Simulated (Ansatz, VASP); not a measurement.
# BeAs2 in VASP and in Ansatz

```
Be As
1.0
     0.00000    3.67446    3.67446
     3.67446    0.00000    3.67446
     3.67446    3.67446    0.00000
Be As
2 4
Direct
  0.00000 0.00000 0.00000
  0.25000 0.25000 0.25000
  0.62500 0.62500 0.62500
  0.12500 0.62500 0.62500
  0.62500 0.62500 0.12500
  0.62500 0.12500 0.62500
```

Alike in both runs: task single point; functional PBE; k mesh 4 × 4 × 4; occupations gaussian, width 0.1 eV; no spin polarisation.

```csv
,VASP,Ansatz
version,VASP 6.6.1,Ansatz 0.2.0
potentials or method,"VASP PAW PBE potentials, release 64 (Be, As), cutoff 520 eV","scalar-relativistic, plane waves, PAW"
valence electrons in the cell,24,64
```

VASP gave:

| Quantity | Value |
| --- | --- |
| gap on the k mesh at the Fermi level (eV) | none |
| pressure (GPa) | 11.9 |

**Question.** Estimate Ansatz's values.

**Answer.** gap on the k mesh at the Fermi level (eV): none; pressure (GPa): 11.5.

A gap of «none» marks a metal or a gap that the smearing closes. VASP's potentials hold 24 valence electrons a cell and Ansatz's 64, so a difference there can come from the potentials and not from the codes.

The k mesh is coarse, so the values compare programs but aren't converged.
